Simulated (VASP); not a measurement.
# Si18C17 (a cell with a defect) in VASP: a series of runs

Runs on Si18C17 (a cell with a defect). Level: PBE. Tasks: single point.

Everything below comes from runs of VASP 6.6.1. Logs are shortened: lines on timing, memory, paths and dates and some standing lists are left out, and cuts for length are marked.

**1. The cell of the first run**

The cell holds a defect, 35 atoms: a = 7.378 Å, b = 7.378 Å, c = 7.378 Å, α = 77.90°, β = 77.90°, γ = 77.90°.

**2. Single point, PBE, collinear spin (atoms taken out, then relaxed in part)**

INCAR reads:

```
SYSTEM = Si18C17
PREC = Accurate
ENCUT = 520
EDIFF = 1E-6
ISMEAR = 0
SIGMA = 0.01
LREAL = Auto
LASPH = .TRUE.
NELM = 150
ALGO = Normal
ISIF = 2
LWAVE = .FALSE.
LCHARG = .TRUE.
ISPIN = 2
MAGMOM = 0.25 0 0 0 0 0 0 0 0 0.25 0.25 0 0.25 0 0 0 0 0 0 0 0 0 0 0 0 0 0 0 0 0 0 0 0 0 0
LORBIT = 11
GGA = PE
LELF = .TRUE.
LVHAR = .TRUE.
NELECT = 139.0
NBANDS = 97
```

KPOINTS reads:

```
Automatic mesh
0
Gamma
  2 2 2
  0.5 0.5 0.5
```

POSCAR reads:

```
Si18C17
1.0
    0.0000000000      5.3553911397      5.0742922929
   -4.6379047741     -2.6776955698      5.0742922929
    4.6379047741     -2.6776955698      5.0742922929
Si C
18 17
Direct
    0.3846309371      0.7185358769      0.3839965235
    0.7226829352      0.7218741725      0.0541028037
    0.3881440020      0.3881970561      0.7222928186
    0.3880373009      0.0565065996      0.0540881528
    0.7226164131      0.3880464752      0.3877751377
    0.0544031190      0.7219124645      0.7223216913
    0.0550946531      0.3888940587      0.0547792791
    0.7222656978      0.0560608549      0.7220583995
    0.0542670763      0.0564543298      0.3877803720
    0.4432281871      0.7770318991      0.7824426957
    0.7826463822      0.7768318763      0.4429150002
    0.4430119034      0.4451891473      0.1110560354
    0.4430663633      0.1161205685      0.4430535119
    0.7783759507      0.4442287766      0.7781146502
    0.1113582461      0.7768117674      0.1110787560
    0.1114472144      0.4451728588      0.4426919818
    0.7783158276      0.1121383676      0.1101570528
    0.1104026572      0.1121975213      0.7781245671
    0.8452442164      0.8484664831      0.1805107174
    0.5147027958      0.5146178903      0.8449439232
    0.5146448582      0.1790322432      0.1805281705
    0.8453021467      0.5144000281      0.5144264969
    0.1807272324      0.8485159520      0.8449930370
    0.1804146332      0.5142142855      0.1801177704
    0.8471212359      0.1809408234      0.8468979304
    0.1806276563      0.1790696371      0.5144456870
    0.2364667729      0.5702562344      0.5703978221
    0.5708229784      0.5700731743      0.2359792250
    0.2360016275      0.2368068441      0.9025864696
    0.2362119765      0.9046660099      0.2359277377
    0.5695986635      0.2356003659      0.5693453641
    0.9029700615      0.5698076392      0.9026132161
    0.9029086844      0.2367180602      0.2356453856
    0.5696450652      0.9034587831      0.9018418129
    0.9018636846      0.9033967366      0.5693448443
```

Potentials or basis: VASP PAW PBE potentials, release 64 (Si, C).

Launch:

```console
> cat potpaw_PBE.64/Si/POTCAR potpaw_PBE.64/C/POTCAR > POTCAR
> mpirun -np 1 vasp_std > vasp.out
```

OUTCAR:

```text
SYSTEM = Si18C17
   PREC = Accurate
   ENCUT = 520
   EDIFF = 1E-6
   ISMEAR = 0
   LREAL = Auto
   LASPH = .TRUE.
   NELM = 150
   ISIF = 2
   ISPIN = 2
   LORBIT = 11
   GGA = PE
   NELECT = 139.0

 ion  position               nearest neighbor table
   1  0.385  0.719  0.384-  30 1.88  28 1.88  27 1.88  15 3.05  12 3.05  16 3.05   4 3.10   2 3.10
                             9 3.10   5 3.10   6 3.10   3 3.10
   2  0.723  0.722  0.054-  32 1.89  28 1.89  34 1.90  19 1.91   6 3.08  10 3.08   7 3.09   8 3.09
                            14 3.09   5 3.10   1 3.10  15 3.10   4 3.10  12 3.11  11 3.11  17 3.11
   3  0.388  0.388  0.722-  29 1.89  27 1.89  31 1.90  20 1.91   4 3.08  13 3.08   7 3.09   8 3.09
                            18 3.09   6 3.10   1 3.10   5 3.10  12 3.10  16 3.10  10 3.11  14 3.11
   4  0.388  0.057  0.054-  29 1.89  30 1.89  34 1.90  21 1.91   3 3.08  10 3.08   7 3.09   8 3.09
                            18 3.09   9 3.10   1 3.10  12 3.10   2 3.10  15 3.11  13 3.11  17 3.11
   5  0.723  0.388  0.388-  33 1.88  28 1.89  31 1.90  22 1.91   9 3.08  13 3.08   7 3.09   8 3.09
                            17 3.09   2 3.10   1 3.10   3 3.10  16 3.10  12 3.10  11 3.11  14 3.11
   6  0.054  0.722  0.722-  32 1.89  27 1.89  35 1.90  23 1.91   2 3.08  11 3.08   7 3.09   8 3.09
                            14 3.09   3 3.10   1 3.10   9 3.10  15 3.10  16 3.11  10 3.11  18 3.11
   7  0.055  0.389  0.055-  29 1.89  32 1.89  33 1.89  24 1.91   4 3.09   2 3.09   9 3.09   5 3.09
                             6 3.09   3 3.09  18 3.09  14 3.09  17 3.09  15 3.10  12 3.10  16 3.10
   8  0.722  0.056  0.722-  31 1.89  34 1.89  35 1.89  25 1.90   2 3.09   3 3.09   4 3.09   5 3.09
                             9 3.09   6 3.09  17 3.10  18 3.10  14 3.10  10 3.11  13 3.11  11 3.11
   9  0.054  0.056  0.388-  33 1.88  30 1.89  35 1.90  26 1.91   5 3.08  11 3.08   7 3.09   8 3.09
                            17 3.09   4 3.10   1 3.10   6 3.10  16 3.10  15 3.11  13 3.11  18 3.11
  10  0.443  0.777  0.782-  20 1.88  23 1.88  34 1.89  12 3.06  15 3.06   4 3.08   2 3.08  14 3.10
                            18 3.10   8 3.11   6 3.11   3 3.11  13 3.15
  11  0.783  0.777  0.443-  19 1.88  22 1.88  35 1.89  16 3.06  15 3.06   6 3.08   9 3.08  14 3.10
                            17 3.10   2 3.11   5 3.11   8 3.11  13 3.15
  12  0.443  0.445  0.111-  24 1.89  20 1.91  21 1.91  28 1.92   1 3.05  10 3.06  13 3.07  16 3.08
                            15 3.08   7 3.10  14 3.10  17 3.10   4 3.10   3 3.10   5 3.10   2 3.11
  13  0.443  0.116  0.443-  26 1.88  21 1.88  31 1.89  16 3.06  12 3.07   3 3.08   5 3.08  18 3.10
                            17 3.10   9 3.11   4 3.11   8 3.11  10 3.15  11 3.15
  14  0.778  0.444  0.778-  25 1.89  22 1.89  20 1.89  32 1.90  18 3.08  17 3.08   7 3.09   2 3.09
                             6 3.09  11 3.10  10 3.10  12 3.10   8 3.10  16 3.10   3 3.11   5 3.11
  15  0.111  0.777  0.111-  24 1.89  23 1.91  19 1.91  30 1.92   1 3.05  10 3.06  11 3.06  16 3.08
                            12 3.08   7 3.10  18 3.10  17 3.10   2 3.10   6 3.10   9 3.11   4 3.11
  16  0.111  0.445  0.443-  24 1.88  26 1.91  22 1.91  27 1.92   1 3.05  11 3.06  13 3.06  12 3.08
                            15 3.08   7 3.10  18 3.10  14 3.10   9 3.10   5 3.10   3 3.10   6 3.11
  17  0.778  0.112  0.110-  25 1.89  21 1.89  19 1.89  33 1.90  18 3.08  14 3.08   5 3.09   9 3.09
                             7 3.09  11 3.10  13 3.10   8 3.10  12 3.10  15 3.10   2 3.11   4 3.11
  18  0.110  0.112  0.778-  25 1.89  26 1.89  23 1.89  29 1.90  14 3.08  17 3.08   7 3.09   4 3.09
[... 607 lines left out ...]
 Fermi energy:         9.3293120628

 spin component 2

 k-point     1 :       0.2500    0.2500    0.2500
  band No.  band energies     occupation
      1      -7.1354      1.00000
      2      -5.6650      1.00000
      3      -5.6626      1.00000
      4      -5.5098      1.00000
      5      -4.9744      1.00000
      6      -4.9290      1.00000
[... 325 lines left out ...]
     80      12.9549      0.00000
     81      12.9708      0.00000
 [bands above 81 left out]

------------------------ aborting loop because EDIFF is reached ----------------------------------------

  FORCE on cell =-STRESS in cart. coord.  units (eV):
  Direction    XX          YY          ZZ          XY          YZ          ZX
  --------------------------------------------------------------------------------------
  -------------------------------------------------------------------------------------
  Total      -11.5921986    -12.0920343    -12.8533006      0.4734560      0.1814374      0.4155343
  in kB      -49.1209363    -51.2389468    -54.4647468      2.0062287      0.7688254      1.7607905
  external PRESSURE =     -51.6082100 kB  Pullay stress =       0.0000000 kB

 VOLUME and BASIS-vectors are now :
 -----------------------------------------------------------------------------
  energy-cutoff  :      520.00
  volume of cell :      378.10
      direct lattice vectors                 reciprocal lattice vectors
     0.000000000  5.355391140  5.074292293     0.000000000  0.124485150  0.065690606
    -4.637904774 -2.677695570  5.074292293    -0.107807302 -0.062242575  0.065690606
     4.637904774 -2.677695570  5.074292293     0.107807302 -0.062242575  0.065690606

 POSITION                                       TOTAL-FORCE (eV/Angst)
 -----------------------------------------------------------------------------------
     -1.55156     -0.89240      7.54630        -0.096829     -0.068015     -0.098119
     -3.09706      1.79242      7.60464        -0.028482      0.036288      0.012521
      1.54950     -0.89489      7.60451         0.049930      0.009376      0.022334
     -0.01122      1.78195      2.53020        -0.033273     -0.009112      0.046896
     -0.00126      1.79248      7.60351         0.036452      0.036047      0.029943
      0.00190     -3.57587      7.60452         0.012091     -0.040629      0.011760
[... 27 lines left out ...]
     -0.00750     -1.78337     12.05117        -0.043406      0.015156     -0.013889
     -1.54930      0.88628     12.04944        -0.006918     -0.035227      0.001332
 -----------------------------------------------------------------------------------
    total drift:                               -0.006416     -0.008652      0.019464

  FREE ENERGIE OF THE ION-ELECTRON SYSTEM (eV)
  ---------------------------------------------------
  free  energy   TOTEN  =      -266.6823193245 eV

  energy  without entropy=     -266.6821829577  energy(sigma->0) =     -266.68225114

 total charge

# of ion       s       p       d       tot
------------------------------------------
    1        0.731   0.880   0.000   1.610
    2        0.704   0.949   0.000   1.653
    3        0.704   0.949   0.000   1.653
    4        0.704   0.949   0.000   1.653
    5        0.704   0.949   0.000   1.653
    6        0.704   0.949   0.000   1.653
[... 27 lines left out ...]
   34        0.838   1.683   0.000   2.521
   35        0.838   1.682   0.000   2.521
--------------------------------------------------
tot         27.054  45.396   0.000  72.450

 magnetization (x)

# of ion       s       p       d       tot
------------------------------------------
    1        0.003   0.009   0.000   0.011
    2        0.000   0.001   0.000   0.001
    3        0.000   0.001   0.000   0.001
    4        0.000   0.001   0.000   0.001
    5        0.000   0.001   0.000   0.001
    6        0.000   0.001   0.000   0.001
[... 27 lines left out ...]
   34        0.001   0.001   0.000   0.002
   35        0.000   0.001   0.000   0.002
--------------------------------------------------
tot          0.076   0.122   0.000   0.198
```

OSZICAR:

```text
N       E                     dE             d eps       ncg     rms          rms(c)
DAV:   1     0.408448736736E+03    0.40845E+03   -0.62681E+04  1552   0.129E+03
DAV:   2    -0.249962847335E+03   -0.65841E+03   -0.62409E+03  1896   0.228E+02
DAV:   3    -0.296908884995E+03   -0.46946E+02   -0.46468E+02  1896   0.577E+01
DAV:   4    -0.297956998102E+03   -0.10481E+01   -0.10440E+01  1952   0.943E+00
DAV:   5    -0.297980430227E+03   -0.23432E-01   -0.23411E-01  1944   0.140E+00    0.357E+01
DAV:   6    -0.267318736692E+03    0.30662E+02   -0.99971E+01  1816   0.225E+01    0.157E+01
DAV:   7    -0.266813432484E+03    0.50530E+00   -0.89290E+00  1936   0.702E+00    0.710E+00
DAV:   8    -0.266691053107E+03    0.12238E+00   -0.55081E-01  1848   0.191E+00    0.248E+00
DAV:   9    -0.266679351596E+03    0.11702E-01   -0.64787E-02  1920   0.775E-01    0.893E-01
DAV:  10    -0.266680475885E+03   -0.11243E-02   -0.76145E-03  1888   0.225E-01    0.299E-01
DAV:  11    -0.266681526608E+03   -0.10507E-02   -0.15686E-03  1768   0.108E-01    0.123E-01
DAV:  12    -0.266682057777E+03   -0.53117E-03   -0.15871E-03  1840   0.932E-02    0.713E-02
DAV:  13    -0.266682227941E+03   -0.17016E-03   -0.79919E-04  1880   0.584E-02    0.548E-02
DAV:  14    -0.266682286856E+03   -0.58914E-04   -0.21691E-03  1776   0.841E-02    0.233E-02
DAV:  15    -0.266682317662E+03   -0.30806E-04   -0.33924E-04  1744   0.407E-02    0.209E-02
DAV:  16    -0.266682317758E+03   -0.95672E-07   -0.10740E-05  1944   0.855E-03    0.121E-02
DAV:  17    -0.266682319170E+03   -0.14123E-05   -0.16529E-05  1776   0.795E-03    0.455E-03
DAV:  18    -0.266682319324E+03   -0.15456E-06   -0.13706E-06  1256   0.309E-03
   1 F= -.26668232E+03 E0= -.26668225E+03  d E =-.136367E-03  mag=     0.5000
```

stdout:

```text
POSCAR found type information on POSCAR SiC
 POSCAR found :  2 types and      35 ions
 scaLAPACK will be used
 LDA part: xc-table for (Slater+PW92), standard interpolation
 POSCAR, INCAR and KPOINTS ok, starting setup
 FFT: planning ... GRIDC
 FFT: planning ... GRID_SOFT
 FFT: planning ... GRID
 WAVECAR not read
 entering main loop
 the old and the new charge density differ
 old charge density:   140.00000 new  139.00000
    0.357E+01
```

Wall time 14 min (1 thread of AMD EPYC 9755, shared host); peak memory 0.59 GiB.

Results:

* Free energy: -266.6823 eV
* Largest force: 0.294 eV/Å
* Net moment: 0.50 μB per cell
* Site moments: Si +0.01, +0.00, +0.05, +0.03 (each value once); C +0.00, -0.00 (each value once) μB
* Valence electrons inside the program's atomic spheres: Si 1.61, 1.65, 1.62, 1.64, 1.63, 1.66 (each value once); C 2.51, 2.53, 2.52 (each value once)

Forces in eV/Å, atoms in the order of the input:
```
Si  -0.097 -0.068 -0.098
Si  -0.028  0.036  0.013
Si   0.050  0.009  0.022
Si  -0.033 -0.009  0.047
Si   0.036  0.036  0.030
Si   0.012 -0.041  0.012
Si   0.014  0.006  0.014
Si  -0.007 -0.002  0.054
Si  -0.021 -0.022  0.047
Si   0.137  0.108 -0.077
Si   0.170  0.062 -0.078
Si   0.021  0.006 -0.081
Si  -0.124 -0.060 -0.259
Si  -0.018 -0.006 -0.018
Si   0.019  0.010 -0.048
Si   0.013  0.006 -0.075
Si  -0.011 -0.035 -0.016
Si  -0.037  0.006 -0.019
C   -0.013  0.006  0.002
C    0.036 -0.039  0.043
C   -0.053 -0.013  0.053
C   -0.027  0.044  0.044
C   -0.006 -0.012  0.003
C   -0.013 -0.004  0.002
C    0.001  0.000  0.013
C   -0.035 -0.036  0.051
C   -0.023  0.012  0.127
C   -0.001 -0.034  0.136
C    0.010 -0.011 -0.007
C    0.040  0.024  0.066
C    0.041  0.025  0.027
C    0.004  0.002 -0.009
C   -0.006  0.014 -0.008
C   -0.043  0.015 -0.014
C   -0.007 -0.035  0.001
```

Caveat: the k points lie up to 0.44 Å⁻¹ apart; the cell carries a net charge on a neutralising background, which shifts energy and pressure; the cell differs from its parent crystal (atoms taken out, then relaxed in part); the cell is charged against a uniform background, so pressure and absolute levels hang on convention.

**3. Single point, PBE, collinear spin (atoms taken out, then relaxed in part)**

INCAR reads:

```
ALGO = Normal
EDIFF = 1E-6
ENCUT = 520
GGA = PE
ISIF = 2
ISMEAR = 0
ISPIN = 2
LASPH = True
LCHARG = False
LORBIT = 11
LREAL = Auto
LWAVE = False
MAGMOM = 0.75 0 0 0 0 0 0 0 0 0.75 0.75 0 0.75 0 0 0 0 0 0 0 0 0 0 0 0 0 0 0 0 0 0 0 0 0 0
NBANDS = 97
NELECT = 137.0
NELM = 150
PREC = Accurate
SIGMA = 0.01
```

KPOINTS is that of step 2.

POSCAR reads:

```
Si18C17
1.0
    0.0000000000      5.3553911397      5.0742922929
   -4.6379047741     -2.6776955698      5.0742922929
    4.6379047741     -2.6776955698      5.0742922929
Si C
18 17
Direct
    0.3790160060      0.7130263852      0.3786127172
    0.7233993998      0.7222140813      0.0542365375
    0.3882065450      0.3886703615      0.7229817474
    0.3882166923      0.0574013626      0.0542513790
    0.7233846903      0.3886693825      0.3877956334
    0.0546550578      0.7222050963      0.7229744701
    0.0561195188      0.3901300477      0.0557075877
    0.7228447368      0.0568741678      0.7224511783
    0.0546584650      0.0574167637      0.3877752965
    0.4410314091      0.7750801597      0.7888580654
    0.7893514034      0.7750478628      0.4406075386
    0.4438289502      0.4447868162      0.1103617567
    0.4410279799      0.1233024323      0.4406374643
    0.7788795597      0.4442995833      0.7784794033
    0.1107816308      0.7778420497      0.1103538990
    0.1107658387      0.4447751160      0.4434137926
    0.7788904469      0.1128988221      0.1098653270
    0.1102667047      0.1129042377      0.7784734832
    0.8448595838      0.8486657409      0.1796970925
    0.5146435247      0.5141499404      0.8444340033
    0.5146553195      0.1788616049      0.1797187465
    0.8448399932      0.5141357375      0.5142336034
    0.1801078345      0.8486607280      0.8444322375
    0.1805984808      0.5146141625      0.1801899477
    0.8467706227      0.1807991835      0.8463722875
    0.1801079090      0.1788644644      0.5142296696
    0.2365571353      0.5705592753      0.5710832119
    0.5714992857      0.5705801143      0.2361522742
    0.2356537405      0.2364454618      0.9020324660
    0.2365615427      0.9055009870      0.2361432797
    0.5693071430      0.2345319650      0.5688960481
    0.9024400356      0.5696629874      0.9020256213
    0.9024212725      0.2364563957      0.2352386263
    0.5693113164      0.9033239361      0.9000993565
    0.9005159079      0.9033226860      0.5688993025
```

Potentials or basis: VASP PAW PBE potentials, release 64 (Si, C).

Launch:

```console
> cat potpaw_PBE.64/Si/POTCAR potpaw_PBE.64/C/POTCAR > POTCAR
> mpirun -np 1 vasp_std > vasp.out
```

Wall time 8.9 min (1 thread of Oxide Virtual Turin-like, shared host); peak memory 0.59 GiB.

The run converged. Its results:

```yaml
Free_energy: -283.3903 eV
Largest_force: 0.017 eV/Å
Net_moment: 0.00 μB per cell
Valence_electrons_inside_the_program's_atomic_spheres: Si 1.61, 1.63, 1.64, 1.59 (each value once); C 2.50, 2.51 (each value once)
```

Forces in eV/Å, atoms in the order of the input:
```
Si   0.002  0.001 -0.014
Si   0.008  0.002 -0.001
Si   0.001 -0.009  0.000
Si   0.001 -0.009 -0.003
Si  -0.006  0.004  0.000
Si   0.007  0.004 -0.001
Si   0.001  0.000  0.003
Si  -0.001  0.002  0.000
Si  -0.004  0.007 -0.003
Si   0.009 -0.004 -0.004
Si   0.001  0.008 -0.005
Si   0.001 -0.004  0.007
Si  -0.008 -0.004 -0.004
Si   0.003  0.003  0.002
Si   0.004  0.002  0.004
Si  -0.003  0.002  0.008
Si  -0.003  0.000  0.002
Si   0.000 -0.001  0.003
C   -0.015 -0.007 -0.002
C    0.001  0.011  0.001
C   -0.006  0.014  0.000
C    0.011 -0.005  0.001
C   -0.013 -0.010 -0.003
C   -0.006 -0.002 -0.005
C    0.000 -0.001  0.006
C    0.010 -0.010  0.000
C   -0.003 -0.001  0.000
C    0.000  0.000 -0.002
C    0.005 -0.001 -0.003
C   -0.003 -0.001 -0.005
C    0.016  0.005  0.006
C    0.004  0.004 -0.001
C   -0.001  0.007  0.000
C   -0.009  0.005  0.006
C   -0.001 -0.009  0.005
```

Levels at points of the mesh, in eV from the Fermi level:
Spin up:
```csv
k point,band 66,band 67,band 68,band 69,band 70,band 71,band 72,band 73
"(0.25, 0.25, 0.25)",-0.61,-0.47,0.06,0.06,2.23,2.98,2.98,3.99
```
Spin down:
| k point | band 66 | band 67 | band 68 | band 69 | band 70 | band 71 | band 72 | band 73 |
| --- | --- | --- | --- | --- | --- | --- | --- | --- |
| (0.25, 0.25, 0.25) | -0.61 | -0.47 | 0.06 | 0.06 | 2.23 | 2.98 | 2.98 | 3.99 |

Caveat: the k points lie up to 0.44 Å⁻¹ apart; the cell carries a net charge on a neutralising background, which shifts energy and pressure; the cell differs from its parent crystal (atoms taken out, then relaxed in part); the cell is charged against a uniform background, so pressure and absolute levels hang on convention.
